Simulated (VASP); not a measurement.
# TlCl (Pm-3m) in VASP: a series of runs, part 2 of 2

VASP 6.6.1. Earlier steps stand in the parts before.

## (3) Elastic constants, PBEsol

Contents of INCAR:

```
PREC = Accurate
ENCUT = 500
EDIFF = 1E-8
ISMEAR = 0
SIGMA = 0.01
LREAL = F
LASPH = T
NELM = 120
ALGO = Normal
ISIF = 3
LWAVE = F
LCHARG = F
GGA = PS
IBRION = 6
NFREE = 2
POTIM = 0.015
NSW = 1
GGA_COMPAT = F
```

Contents of KPOINTS:

```
Automatic mesh
0
Gamma
  6 6 6
```

Contents of POSCAR:

```
TlCl
1.0
    3.5278238583      0.0000000000      0.0000000000
    0.0000000000      3.5278238583      0.0000000000
    0.0000000000      0.0000000000      3.5278238583
Tl Cl
1 1
Direct
    0.0000000000      0.0000000000      0.0000000000
    0.5000000000      0.5000000000      0.5000000000
```

Potentials or basis: VASP PAW PBE potentials, release 64 (Tl_d, Cl).

Command:

```
cat potpaw_PBE.64/Tl_d/POTCAR potpaw_PBE.64/Cl/POTCAR > POTCAR
mpirun -np 1 vasp_std > vasp.out
```

OUTCAR:

```text
PREC = Accurate
   ENCUT = 500
   EDIFF = 1E-8
   ISMEAR = 0
   LREAL = F
   LASPH = T
   NELM = 120
   ISIF = 3
   GGA = PS
   IBRION = 6
   NFREE = 2
   POTIM = 0.015
   NSW = 1

 ion  position               nearest neighbor table
   1  0.000  0.000  0.000-   2 3.06   2 3.06   2 3.06   2 3.06   2 3.06   2 3.06   2 3.06   2 3.06

   2  0.500  0.500  0.500-   1 3.06   1 3.06   1 3.06   1 3.06   1 3.06   1 3.06   1 3.06   1 3.06

  LATTYP: Found a simple cubic cell.
 ALAT       =     3.5278238583

  Lattice vectors:

 A1 = (   3.5278238583,   0.0000000000,   0.0000000000)
 A2 = (   0.0000000000,   3.5278238583,   0.0000000000)
 A3 = (   0.0000000000,   0.0000000000,   3.5278238583)

Analysis of symmetry for initial positions (statically):
=====================================================================
 Subroutine PRICEL returns:
 Original cell was already a primitive cell.

 Routine SETGRP: Setting up the symmetry group for a
 simple cubic supercell.

 Subroutine GETGRP returns: Found 48 space group operations
 (whereof 48 operations were pure point group operations)
 out of a pool of 48 trial point group operations.

The static configuration has the point symmetry O_h .

Analysis of symmetry for dynamics (positions and initial velocities):
=====================================================================
 Subroutine PRICEL returns:
 Original cell was already a primitive cell.

 Routine SETGRP: Setting up the symmetry group for a
 simple cubic supercell.

 Subroutine GETGRP returns: Found 48 space group operations
 (whereof 48 operations were pure point group operations)
 out of a pool of 48 trial point group operations.

The dynamic configuration has the point symmetry O_h .

 Subroutine INISYM returns: Found 48 space group operations
 (whereof 48 operations are pure point group operations),
 and found     1 'primitive' translations

----------------------------------------------------------------------------------------

                                     Primitive cell

  volume of cell :      43.9057

  direct lattice vectors                    reciprocal lattice vectors
     3.527823858  0.000000000  0.000000000     0.283460864  0.000000000  0.000000000
     0.000000000  3.527823858  0.000000000     0.000000000  0.283460864  0.000000000
     0.000000000  0.000000000  3.527823858     0.000000000  0.000000000  0.283460864

  length of vectors
     3.527823858  3.527823858  3.527823858     0.283460864  0.283460864  0.283460864

  position of ions in fractional coordinates (direct lattice)
     0.000000000  0.000000000  0.000000000
     0.500000000  0.500000000  0.500000000

  ion indices of the primitive-cell ions
[... 303 lines left out ...]

 Free energy of the ion-electron system (eV)
  ---------------------------------------------------
  ext. energy  EPLUGINS =         0.00000000
  ---------------------------------------------------
  free energy    TOTEN  =        -6.22171399 eV

  energy without entropy =       -6.22171399  energy(sigma->0) =       -6.22171399

 E-fermi :   6.0114     XC(G=0): -10.6323

 val. band max:        5.9457382671   @ k =   0.0000   0.5000   0.0000
 cond. band min:       7.0609566444   @ k =   0.5000   0.5000   0.5000
 fundamental gap:      1.1152183773
 Fermi energy:         6.0113899047

 k-point     1 :       0.0000    0.0000    0.0000
  band No.  band energies     occupation
      1      -9.8065      2.00000
      2      -4.8658      2.00000
      3      -4.8658      2.00000
      4      -4.3676      2.00000
      5      -4.3676      2.00000
      6      -4.3675      2.00000
      7       0.5568      2.00000
      8       2.9755      2.00000
      9       2.9755      2.00000
     10       2.9761      2.00000
     11      12.7314      0.00000
     12      12.7347      0.00000
     13      14.5954      0.00000
     14      14.5954      0.00000
[... 377 lines left out ...]
      1      -9.5687      2.00000
      2      -4.8142      2.00000
      3      -4.7292      2.00000
      4      -4.4564      2.00000
      5      -4.4227      2.00000
      6      -4.4009      2.00000
      7      -0.3104      2.00000
      8       2.3872      2.00000
      9       3.2979      2.00000
     10       4.4899      2.00000
     11      11.0501      0.00000
     12      12.0803      0.00000
     13      13.6290      0.00000
     14      13.8376      0.00000

 [... further k-points ...]

------------------------ aborting loop because EDIFF is reached ----------------------------------------

  FORCE on cell =-STRESS in cart. coord.  units (eV):
  Direction    XX          YY          ZZ          XY          YZ          ZX
  --------------------------------------------------------------------------------------
  -------------------------------------------------------------------------------------
  Total        2.7147234      2.7154499      2.7154499     -0.0000000      0.0000000     -0.0000000
  in kB       99.0639174     99.0904262     99.0904262     -0.0000000      0.0000000     -0.0000000
  external PRESSURE =      99.0815900 kB  Pullay stress =       0.0000000 kB
[... 17 lines left out ...]
  FREE ENERGIE OF THE ION-ELECTRON SYSTEM (eV)
  ---------------------------------------------------
  free  energy   TOTEN  =        -6.2217139893 eV

  energy  without entropy=       -6.2217139893  energy(sigma->0) =       -6.22171399

 INTERNAL STRAIN TENSORS FROM STRAINED CELLS
 ============================================

 INTERNAL STRAIN TENSOR FOR ION    1 for displacements in x,y,z  (eV/Angst):
          X           Y           Z          XY          YZ          ZX
  --------------------------------------------------------------------------------
  x     0.00000     0.00000     0.00000     0.00000     0.00000    -0.00000
  y     0.00000     0.00000     0.00000     0.00000     0.00000     0.00000
  z     0.00000     0.00000     0.00000     0.00000     0.00000     0.00000

 INTERNAL STRAIN TENSORS FROM DISPLACED ATOMS
 ============================================

 INTERNAL STRAIN TENSOR FOR ION    1 for displacements in x,y,z  (eV/Angst):
          X           Y           Z          XY          YZ          ZX
  --------------------------------------------------------------------------------
  x     0.00000     0.00000     0.00000     0.00000     0.00000     0.00000
  y     0.00000     0.00000     0.00000     0.00000     0.00000     0.00000
  z     0.00000     0.00000     0.00000     0.00000     0.00000     0.00000

 INTERNAL STRAIN TENSOR FOR ION    2 for displacements in x,y,z  (eV/Angst):
          X           Y           Z          XY          YZ          ZX
  --------------------------------------------------------------------------------
  x     0.00000     0.00000     0.00000     0.00000     0.00000     0.00000
  y     0.00000     0.00000     0.00000     0.00000     0.00000     0.00000
  z     0.00000     0.00000     0.00000     0.00000     0.00000     0.00000

 Eigenvectors and eigenvalues of the dynamical matrix
 ----------------------------------------------------

   1 f  =    3.712010 THz    23.323250 2PiTHz  123.819342 cm-1    15.351635 meV
             X         Y         Z           dx          dy          dz
      0.000000  0.000000  0.000000    -0.000000   -0.000000   -0.384375
      1.763912  1.763912  1.763912     0.000000   -0.000000    0.923177
[... 21 lines left out ...]
   6 f/i=    0.000417 THz     0.002619 2PiTHz    0.013904 cm-1     0.001724 meV
             X         Y         Z           dx          dy          dz
      0.000000  0.000000  0.000000    -0.101128    0.372094   -0.838794
      1.763912  1.763912  1.763912    -0.042106    0.154926   -0.349241

--------------------------------------------------------------------------------------------------------

 ELASTIC MODULI CONTR FROM IONIC RELAXATION (kBar)
 Direction    XX          YY          ZZ          XY          YZ          ZX
 --------------------------------------------------------------------------------
 XX           0.0000      0.0000      0.0000      0.0000      0.0000      0.0000
 YY           0.0000      0.0000      0.0000      0.0000      0.0000      0.0000
 ZZ           0.0000      0.0000      0.0000      0.0000      0.0000      0.0000
 XY           0.0000      0.0000      0.0000      0.0000      0.0000      0.0000
 YZ           0.0000      0.0000      0.0000      0.0000      0.0000      0.0000
 ZX           0.0000      0.0000      0.0000      0.0000      0.0000      0.0000
 --------------------------------------------------------------------------------

 TOTAL ELASTIC MODULI (kBar)
 Direction    XX          YY          ZZ          XY          YZ          ZX
 --------------------------------------------------------------------------------
 XX         831.1594    569.5272    569.5272      0.0000      0.0000      0.0000
 YY         569.5272    831.1594    569.5272      0.0000     -0.0000      0.0000
 ZZ         569.5272    569.5272    831.1594     -0.0000      0.0000     -0.0000
 XY           0.0000      0.0000     -0.0000    357.1126      0.0000      0.0000
 YZ           0.0000     -0.0000      0.0000      0.0000    357.1126      0.0000
 ZX           0.0000      0.0000     -0.0000      0.0000      0.0000    357.1126
 --------------------------------------------------------------------------------
```

OSZICAR:

```text
N       E                     dE             d eps       ncg     rms          rms(c)
DAV:   1     0.955799658864E+02    0.95580E+02   -0.10480E+04   576   0.127E+03
DAV:   2    -0.335898746635E+01   -0.98939E+02   -0.96863E+02   692   0.259E+02
DAV:   3    -0.640575718365E+01   -0.30468E+01   -0.30436E+01   620   0.431E+01
[... 197 lines left out ...]
DAV:  12    -0.622171395690E+01    0.32815E-06   -0.75837E-06  1186   0.146E-02    0.617E-03
DAV:  13    -0.622171398608E+01   -0.29185E-07   -0.27368E-07  1258   0.311E-03    0.522E-03
DAV:  14    -0.622171402875E+01   -0.42662E-07   -0.23103E-08  1116   0.106E-03    0.574E-03
DAV:  15    -0.622171399282E+01    0.35922E-07   -0.90235E-08  1164   0.168E-03    0.170E-03
DAV:  16    -0.622171398929E+01    0.35386E-08   -0.15351E-08  1088   0.682E-04
  17 F= -.62217140E+01 E0= -.62217140E+01  d E =-.122273E-22
```

It took 2.4 min on 1 thread of Intel Xeon 6975P-C (Granite Rapids), shared host; peak memory 0.22 GiB.

Results:

```yaml
Elastic_constants_C11_C12_C44: 83, 57, 36 GPa
Voigt_bulk_modulus: 66 GPa
Highest_phonon_frequency_at_Γ_LO-TO_splitting_left_out: 124 cm⁻¹
```

Phonon frequencies in cm⁻¹ (negative: imaginary):
```
              q point        frequencies
(0.000, 0.000, 0.000)  0 0 0 124 124 124
```

Elastic tensor in Voigt notation (GPa, in the Cartesian axes of the cell as first typed):
```
83 57 57  0  0  0
57 83 57  0  0  0
57 57 83  0  0  0
 0  0  0 36  0  0
 0  0  0  0 36  0
 0  0  0  0  0 36
```

Clamped-ion elastic tensor (GPa):
```
83 57 57  0  0  0
57 83 57  0  0  0
57 57 83  0  0  0
 0  0  0 36  0  0
 0  0  0  0 36  0
 0  0  0  0  0 36
```

Caveat: the cell is under stress, which shifts elastic constants; the PAW data sets were made with another functional, which shifts forces and pressure a little; spin-orbit coupling is left out, which moves the levels of the heavy elements.

## (4) Elastic constants, PBEsol

This run uses another cell than the first one, of 26.77 Å³/atom, 1.220 times its volume.

Contents of INCAR:

```
ALGO = Normal ; EDIFF = 1E-8
ENCUT = 500 ; GGA = PS
GGA_COMPAT = F ; IBRION = 6
ISIF = 3 ; ISMEAR = 0
LASPH = T ; LCHARG = F
LREAL = F ; LWAVE = F
NELM = 120 ; NFREE = 2
NSW = 1 ; POTIM = 0.015
PREC = Accurate ; SIGMA = 0.01
```

Contents of KPOINTS:

```
k-points
0
Gamma
  6 6 6
```

Contents of POSCAR:

```
TlCl
1.0
    3.7692256957      0.0000000000      0.0000000000
    0.0000000000      3.7692256957      0.0000000000
    0.0000000000      0.0000000000      3.7692256957
Tl Cl
1 1
Direct
    0.0000000000      0.0000000000      0.0000000000
    0.5000000000      0.5000000000      0.5000000000
```

Potentials or basis: VASP PAW PBE potentials, release 64 (Tl_d, Cl).

Command:

```
cat potpaw_PBE.64/Tl_d/POTCAR potpaw_PBE.64/Cl/POTCAR > POTCAR
mpirun -np 1 vasp_std > vasp.out
```

OUTCAR:

```text
EDIFF = 1E-8
   ENCUT = 500
   GGA = PS
   IBRION = 6
   ISIF = 3
   ISMEAR = 0
   LASPH = T
   LREAL = F
   NELM = 120
   NFREE = 2
   NSW = 1
   POTIM = 0.015
   PREC = Accurate

 ion  position               nearest neighbor table
   1  0.000  0.000  0.000-   2 3.26   2 3.26   2 3.26   2 3.26   2 3.26   2 3.26   2 3.26   2 3.26

   2  0.500  0.500  0.500-   1 3.26   1 3.26   1 3.26   1 3.26   1 3.26   1 3.26   1 3.26   1 3.26

  LATTYP: Found a simple cubic cell.
 ALAT       =     3.7692256957

  Lattice vectors:

 A1 = (   3.7692256957,   0.0000000000,   0.0000000000)
 A2 = (   0.0000000000,   3.7692256957,   0.0000000000)
 A3 = (   0.0000000000,   0.0000000000,   3.7692256957)

Analysis of symmetry for initial positions (statically):
=====================================================================
 Subroutine PRICEL returns:
 Original cell was already a primitive cell.

 Routine SETGRP: Setting up the symmetry group for a
 simple cubic supercell.

 Subroutine GETGRP returns: Found 48 space group operations
 (whereof 48 operations were pure point group operations)
 out of a pool of 48 trial point group operations.

The static configuration has the point symmetry O_h .

[... 772 lines left out ...]
  Total       -0.0199978     -0.0199746     -0.0199746      0.0000000      0.0000000      0.0000000
  in kB       -0.5983237     -0.5976304     -0.5976304      0.0000000      0.0000000      0.0000000
  external PRESSURE =      -0.5978615 kB  Pullay stress =       0.0000000 kB
[... 17 lines left out ...]
  FREE ENERGIE OF THE ION-ELECTRON SYSTEM (eV)
  ---------------------------------------------------
  free  energy   TOTEN  =        -6.4687324815 eV

  energy  without entropy=       -6.4687324815  energy(sigma->0) =       -6.46873248

 INTERNAL STRAIN TENSORS FROM STRAINED CELLS
 ============================================

 INTERNAL STRAIN TENSOR FOR ION    1 for displacements in x,y,z  (eV/Angst):
          X           Y           Z          XY          YZ          ZX
  --------------------------------------------------------------------------------
  x     0.00000     0.00000     0.00000     0.00000     0.00000     0.00000
  y     0.00000     0.00000     0.00000     0.00000     0.00000     0.00000
  z     0.00000     0.00000     0.00000     0.00000     0.00000     0.00000

 INTERNAL STRAIN TENSORS FROM DISPLACED ATOMS
 ============================================

 INTERNAL STRAIN TENSOR FOR ION    1 for displacements in x,y,z  (eV/Angst):
          X           Y           Z          XY          YZ          ZX
  --------------------------------------------------------------------------------
  x     0.00000     0.00000     0.00000     0.00000     0.00000     0.00000
  y     0.00000     0.00000     0.00000     0.00000     0.00000     0.00000
  z     0.00000     0.00000     0.00000     0.00000     0.00000     0.00000

 INTERNAL STRAIN TENSOR FOR ION    2 for displacements in x,y,z  (eV/Angst):
          X           Y           Z          XY          YZ          ZX
  --------------------------------------------------------------------------------
  x     0.00000     0.00000     0.00000     0.00000     0.00000     0.00000
  y     0.00000     0.00000     0.00000     0.00000     0.00000     0.00000
  z     0.00000     0.00000     0.00000     0.00000     0.00000     0.00000

 Eigenvectors and eigenvalues of the dynamical matrix
 ----------------------------------------------------

   1 f  =    1.536606 THz     9.654782 2PiTHz   51.255667 cm-1     6.354890 meV
             X         Y         Z           dx          dy          dz
      0.000000  0.000000  0.000000     0.387910   -0.000000   -0.000000
      1.884613  1.884613  1.884613    -0.921697    0.000000   -0.000000
[... 21 lines left out ...]
   6 f/i=    0.005717 THz     0.035922 2PiTHz    0.190705 cm-1     0.023644 meV
             X         Y         Z           dx          dy          dz
      0.000000  0.000000  0.000000    -0.039782   -0.477550    0.787330
      1.884613  1.884613  1.884613    -0.016743   -0.200984    0.331360

--------------------------------------------------------------------------------------------------------

 ELASTIC MODULI CONTR FROM IONIC RELAXATION (kBar)
 Direction    XX          YY          ZZ          XY          YZ          ZX
 --------------------------------------------------------------------------------
 XX           0.0000      0.0000      0.0000      0.0000      0.0000      0.0000
 YY           0.0000      0.0000      0.0000      0.0000      0.0000      0.0000
 ZZ           0.0000      0.0000      0.0000      0.0000      0.0000      0.0000
 XY           0.0000      0.0000      0.0000      0.0000      0.0000      0.0000
 YZ           0.0000      0.0000      0.0000      0.0000      0.0000      0.0000
 ZX           0.0000      0.0000      0.0000      0.0000      0.0000      0.0000
 --------------------------------------------------------------------------------

 TOTAL ELASTIC MODULI (kBar)
 Direction    XX          YY          ZZ          XY          YZ          ZX
 --------------------------------------------------------------------------------
 XX         478.5730    212.1198    212.1198      0.0000      0.0000     -0.0000
 YY         212.1198    478.5730    212.1198     -0.0000     -0.0000     -0.0000
 ZZ         212.1198    212.1198    478.5730      0.0000      0.0000      0.0000
 XY           0.0000     -0.0000      0.0000    107.6474      0.0000      0.0000
 YZ           0.0000     -0.0000      0.0000      0.0000    107.6474      0.0000
 ZX          -0.0000     -0.0000      0.0000      0.0000      0.0000    107.6474
 --------------------------------------------------------------------------------
```

OSZICAR:

```text
N       E                     dE             d eps       ncg     rms          rms(c)
DAV:   1     0.983160449073E+02    0.98316E+02   -0.10216E+04   592   0.125E+03
DAV:   2    -0.267032780983E+01   -0.10099E+03   -0.97971E+02   722   0.252E+02
DAV:   3    -0.674257879092E+01   -0.40723E+01   -0.40659E+01   626   0.463E+01
[... 205 lines left out ...]
DAV:   9    -0.646873266677E+01    0.38353E-06   -0.34539E-07  1150   0.336E-03    0.183E-02
DAV:  10    -0.646873252678E+01    0.13999E-06   -0.25867E-07  1174   0.262E-03    0.107E-02
DAV:  11    -0.646873250798E+01    0.18799E-07   -0.13835E-08   976   0.656E-04    0.871E-03
DAV:  12    -0.646873248894E+01    0.19040E-07   -0.15635E-08   924   0.726E-04    0.576E-03
DAV:  13    -0.646873248147E+01    0.74692E-08   -0.16946E-08   906   0.732E-04
  17 F= -.64687325E+01 E0= -.64687325E+01  d E =-.142214E-70
```

Run time: 2.6 min. Hardware: 1 thread of Intel Xeon 6975P-C (Granite Rapids), shared host; peak memory 0.24 GiB.

Results:

| Quantity | Value |
| --- | --- |
| Elastic constants C11, C12, C44 | 48, 21, 11 GPa |
| Voigt bulk modulus | 30 GPa |
| Highest phonon frequency at Γ, LO-TO splitting left out | 51 cm⁻¹ |

Phonon frequencies in cm⁻¹ (negative: imaginary):
| q point | frequencies |
| --- | --- |
| (0.000, 0.000, 0.000) | 0 0 0 51 51 51 |

Elastic tensor in Voigt notation (GPa, in the Cartesian axes of the cell as first typed):
```
48 21 21  0  0  0
21 48 21  0  0  0
21 21 48  0  0  0
 0  0  0 11  0  0
 0  0  0  0 11  0
 0  0  0  0  0 11
```

Clamped-ion elastic tensor (GPa):
```
48 21 21  0  0  0
21 48 21  0  0  0
21 21 48  0  0  0
 0  0  0 11  0  0
 0  0  0  0 11  0
 0  0  0  0  0 11
```

Caveat: the PAW data sets were made with another functional, which shifts forces and pressure a little; spin-orbit coupling is left out, which moves the levels of the heavy elements.
